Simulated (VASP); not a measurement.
The system is Ru.

```
CELL_PARAMETERS angstrom
0.00000 1.91500 1.91500
1.91500 0.00000 1.91500
1.91500 1.91500 0.00000
ATOMIC_POSITIONS crystal
Ru 0.00000 0.00000 0.00000
```

Base run:

```yaml
Program: VASP 6.6.1
Functional: PBE
Potentials_or_basis: VASP PAW PBE potentials, release 64 (Ru_pv)
Cutoff: 520 eV
k_mesh: 18 × 18 × 18
Occupations: gaussian, width 0.1 eV
Spin: no spin polarisation
```

Its results: band gap on the k mesh zero (band 7 reaches 14.29 eV, above the bottom of band 8 at 11.03 eV); pressure -4.7 GPa.

The run is repeated on the same cell with these changes: k mesh from 18 × 18 × 18 to 8 × 8 × 8. What comes out?

Band gap on the k mesh zero (band 7 reaches 14.30 eV, above the bottom of band 8 at 11.33 eV); pressure -5.5 GPa.
